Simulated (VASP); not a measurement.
BN:

```
B N
1.0
     0.00000    1.73710    1.73710
     1.73710    0.00000    1.73710
     1.73710    1.73710    0.00000
B N
1 1
Direct
  0.00000 0.00000 0.00000
  0.50000 0.50000 0.50000
```

This cell differs from its parent crystal: strain -0.5%.

Base run:

```yaml
Program: VASP 6.6.1
Functional: r2SCAN
Potentials_or_basis: VASP PAW PBE potentials, release 64 (B, N)
Cutoff: 520 eV
k_mesh: 12 × 12 × 12
Occupations: gaussian, width 0.01 eV
Spin: no spin polarisation
```

Its results: band gap on the k mesh 1.45 eV, indirect (least direct gap 6.57 eV); pressure 6.7 GPa.

Q: The run is repeated on the same cell with these changes: functional from r2SCAN to PBE; occupations from gaussian, width 0.01 eV to fermi-dirac, width 0.02 eV. What comes out?

A: Band gap on the k mesh 1.31 eV, indirect (least direct gap 5.91 eV); pressure 10.0 GPa.

Caveats: the PAW data sets were made with another functional, which shifts forces and pressure a little (some runs).

A k mesh can miss the band edges.
